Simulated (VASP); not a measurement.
# MnSb (rocksalt type) (Fm-3m) in VASP: further runs, part 2 of 2

VASP 6.6.1. The steps go on from the part before.

## 3. Relaxation of cell and atoms, PBE, collinear spin, ferromagnetic start

This run uses another cell than the first one, of 18.66 Å³/atom.

INCAR reads:

```
SYSTEM = MnSb
PREC     = Accurate       ! precision mode
ENCUT    = 600            ! plane-wave cutoff, eV
EDIFF    = 1E-7           ! SCF threshold, eV
ISMEAR   = -1             ! smearing method
SIGMA    = 0.03           ! smearing width, eV
LREAL    = .False.        ! projectors in reciprocal space
LASPH    = .True.         ! aspherical terms in the spheres
NELM     = 150            ! most SCF steps
ALGO     = Normal         ! electronic algorithm
ISIF     = 3              ! what is computed and relaxed
LWAVE    = .False.        ! write WAVECAR
LCHARG   = .False.        ! write CHGCAR
ISPIN    = 2              ! spin polarisation
MAGMOM   = 4 0            ! initial moments
LORBIT   = 11             ! projections on sites
LMAXMIX  = 4              ! l up to which the mixer works
GGA      = PE             ! functional
IBRION   = 2              ! ionic algorithm
NSW      = 100            ! ionic steps
EDIFFG   = -0.005         ! ionic threshold
```

KPOINTS reads:

```
regular mesh
0
Gamma
  11 11 11
  0 0 0
```

POSCAR reads:

```
MnSb
1.0
    0.0000000000      2.6522269105      2.6522269105
    2.6522269105      0.0000000000      2.6522269105
    2.6522269105      2.6522269105      0.0000000000
Mn Sb
1 1
Direct
    0.0000000000      0.0000000000      0.0000000000
    0.5000000000      0.5000000000      0.5000000000
```

Potentials or basis: VASP PAW PBE potentials, release 64 (Mn_pv, Sb).

Command:

```console
$ cat potpaw_PBE.64/Mn_pv/POTCAR potpaw_PBE.64/Sb/POTCAR > POTCAR
$ mpirun -np 1 vasp_std > vasp.out
```

OUTCAR:

```text
SYSTEM = MnSb
   PREC = Accurate
   ENCUT = 600
   EDIFF = 1E-7
   ISMEAR = -1
   LREAL = .False.
   LASPH = .True.
   NELM = 150
   ISIF = 3
   ISPIN = 2
   LORBIT = 11
   GGA = PE
   IBRION = 2
   NSW = 100
   EDIFFG = -0.005

 ion  position               nearest neighbor table
   1  0.000  0.000  0.000-   2 2.65   2 2.65   2 2.65   2 2.65   2 2.65   2 2.65
   2  0.500  0.500  0.500-   1 2.65   1 2.65   1 2.65   1 2.65   1 2.65   1 2.65

  LATTYP: Found a face centered cubic cell.
 ALAT       =     5.3044538210

  Lattice vectors:

 A1 = (   0.0000000000,   2.6522269105,   2.6522269105)
 A2 = (   2.6522269105,   0.0000000000,   2.6522269105)
 A3 = (   2.6522269105,   2.6522269105,   0.0000000000)

Analysis of symmetry for initial positions (statically):
=====================================================================
 Subroutine PRICEL returns:
 Original cell was already a primitive cell.

 Routine SETGRP: Setting up the symmetry group for a
 face centered cubic supercell.

 Subroutine GETGRP returns: Found 48 space group operations
 (whereof 48 operations were pure point group operations)
 out of a pool of 48 trial point group operations.

The static configuration has the point symmetry O_h .

Analysis of symmetry for dynamics (positions and initial velocities):
=====================================================================
 Subroutine PRICEL returns:
 Original cell was already a primitive cell.

 Routine SETGRP: Setting up the symmetry group for a
 face centered cubic supercell.

 Subroutine GETGRP returns: Found 48 space group operations
 (whereof 48 operations were pure point group operations)
 out of a pool of 48 trial point group operations.

The dynamic configuration has the point symmetry O_h .

Analysis of structural, dynamic, and magnetic symmetry:
=====================================================================
 Subroutine PRICEL returns:
 Original cell was already a primitive cell.

 Routine SETGRP: Setting up the symmetry group for a
 face centered cubic supercell.

 Subroutine GETGRP returns: Found 48 space group operations
 (whereof 48 operations were pure point group operations)
[... 154 lines left out ...]

  FORCE on cell =-STRESS in cart. coord.  units (eV):
  Direction    XX          YY          ZZ          XY          YZ          ZX
  --------------------------------------------------------------------------------------
  -------------------------------------------------------------------------------------
  Total        2.8832050      2.8832050      2.8832050     -0.0000000     -0.0000000      0.0000000
  in kB      123.8009801    123.8009801    123.8009801     -0.0000000     -0.0000000      0.0000000
  external PRESSURE =     123.8009801 kB  Pullay stress =       0.0000000 kB
[... 167 lines left out ...]
--------------------------------------- Ionic step        6  -------------------------------------------

 number of electron      17.9999991 magnetization      -3.7838487

 Free energy of the ion-electron system (eV)
  ---------------------------------------------------
  ext. energy  EPLUGINS =         0.00000000
  ---------------------------------------------------
  free energy    TOTEN  =       -12.85793842 eV

  energy without entropy =      -12.85552467  energy(sigma->0) =      -12.85673154

 E-fermi :   7.7654     XC(G=0): -10.6253

 val. band max:        7.7301738234   @ k =  -0.4545   0.3636   0.0000
 cond. band min:       7.7657108503   @ k =   0.4545   0.3636   0.0909
 fundamental gap:      0.0355370269
 Fermi energy:         7.7653830716

 spin component 1

 k-point     1 :       0.0000    0.0000    0.0000
  band No.  band energies     occupation
      1     -38.6383      1.00000
      2     -38.6382      1.00000
      3     -38.6382      1.00000
      4      -3.7725      1.00000
      5       7.8562      0.04621
      6       7.8562      0.04618
      7       7.9676      0.00118
      8       7.9676      0.00118
      9       7.9676      0.00118
     10       9.0528      0.00000
     11       9.0528      0.00000
     12       9.0528      0.00000
     13      13.5787      0.00000
     14      15.7813      0.00000
[... 403 lines left out ...]
      4      -2.7004      1.00000
      5       4.6834      1.00000
      6       5.9178      1.00000
      7       6.2717      1.00000
      8       8.2680      0.00000
      9       8.3147      0.00000
     10       8.9683      0.00000
     11       9.3868      0.00000
     12      11.6167      0.00000
     13      13.5563      0.00000
     14      14.4606      0.00000
     15      14.9995      0.00000

 [... further k-points ...]

 spin component 2

 k-point     1 :       0.0000    0.0000    0.0000
  band No.  band energies     occupation
      1     -42.5306      1.00000
      2     -42.5306      1.00000
      3     -42.5306      1.00000
      4      -3.8467      1.00000
      5       4.6792      1.00000
      6       4.6792      1.00000
      7       4.6792      1.00000
      8       4.9369      1.00000
      9       4.9370      1.00000
     10       9.0608      0.00000
     11       9.0608      0.00000
     12       9.0608      0.00000
     13      12.8072      0.00000
     14      15.8713      0.00000
[... 444 lines left out ...]
  FREE ENERGIE OF THE ION-ELECTRON SYSTEM (eV)
  ---------------------------------------------------
  free  energy   TOTEN  =       -12.8579384160 eV

  energy  without entropy=      -12.8555246654  energy(sigma->0) =      -12.85673154

 reached required accuracy - stopping structural energy minimisation

 total charge

# of ion       s       p       d       tot
------------------------------------------
    1        0.283   6.186   5.003  11.471
    2        1.144   1.299   0.037   2.480
--------------------------------------------------
tot          1.426   7.485   5.040  13.951

 magnetization (x)

# of ion       s       p       d       tot
------------------------------------------
    1       -0.074  -0.034  -3.614  -3.722
    2       -0.014   0.131  -0.010   0.106
--------------------------------------------------
tot         -0.089   0.097  -3.624  -3.616
```

Wall time 2.4 min (1 thread of AMD EPYC 9R45 (Zen 5), shared host); peak memory 0.21 GiB.

What came out:

- Free energy: -12.8579 eV
- Relaxed volume: 21.61 Å³/atom
- Relaxed cell: a = 3.939 Å, b = 3.939 Å, c = 3.939 Å, α = 60.00°, β = 60.00°, γ = 60.00°
- Space group after relaxing (to 0.1 Å): Fm-3m (No. 225)
- Energy gained by relaxing: 104.8 meV/atom
- Ionic steps: 6
- Pressure after relaxing: 0.0 GPa
- Net moment: -3.78 μB per cell
- Site moments: Mn -3.72; Sb +0.11 μB
- Valence electrons inside the program's atomic spheres: Mn 11.47; Sb 2.48

The path:
```tsv
step	energy change (eV)	largest force (eV/Å)	pressure (GPa)	volume (Å³)
1	0.0000	0.0000	12.38	37.31
2	-0.1876	0.0000	-2.85	45.65
3	-0.2097	0.0000	-0.09	43.35
4	-0.2097	0.0000	0.06	43.22
5	-0.2097	0.0000	0.04	43.23
6	-0.2097	0.0000	0.02	43.23
```

Final structure:
```
Mn Sb
1.0
     0.00000    2.78550    2.78550
     2.78550    0.00000    2.78550
     2.78550    2.78550    0.00000
Mn Sb
1 1
Direct
  0.00000 0.00000 0.00000
  0.50000 0.50000 0.50000
```

Caveat: the volume moved by over 15 % at a fixed basis, so the end points are rough; spin-orbit coupling is left out, which moves the levels of the heavy elements; a cell with one magnetic atom can't hold antiferromagnetic order, which such compounds often take.
